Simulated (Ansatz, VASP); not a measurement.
**One calculation of W3O, two programs**

```
W O
1.0
     4.88450    0.00000    0.00000
     0.00000    4.88450    0.00000
     0.00000    0.00000    5.07988
W O
6 2
Direct
  0.50000 0.75000 0.00000
  0.00000 0.50000 0.75000
  0.25000 0.00000 0.50000
  0.50000 0.25000 0.00000
  0.00000 0.50000 0.25000
  0.75000 0.00000 0.50000
  0.50000 0.50000 0.50000
  0.00000 0.00000 0.00000
```

Change from the starting cell: strain +0.000 along x and y, +0.040 along z, atoms carried along.

Alike in both runs: task single point; functional PBE; k mesh 8 × 8 × 8; occupations gaussian, width 0.15 eV; no spin polarisation.

```csv
,VASP,Ansatz
version,VASP 6.6.1,Ansatz 0.2.0
potentials or method,"VASP PAW PBE potentials, release 64 (W_sv, O), cutoff 520 eV","scalar-relativistic, plane waves, PAW"
valence electrons in the cell,96,96
```

|  | VASP | Ansatz | Ansatz less VASP |
| --- | --- | --- | --- |
| gap on the k mesh at the Fermi level (eV) | none | none | - |
| pressure (GPa) | -8.0 | -8.6 | -0.61 |
| traceless stress, the component that is largest in VASP (GPa) | -1.59 | -1.36 | +0.233 |
| rms of the force components (eV/Å) | 0.159 | 0.158 | -0.0010 |

Atom by atom the forces differ by 0.001 eV/Å (rms over components). A gap of «none» marks a metal or a gap that the smearing closes.

Spin-orbit coupling is off throughout.
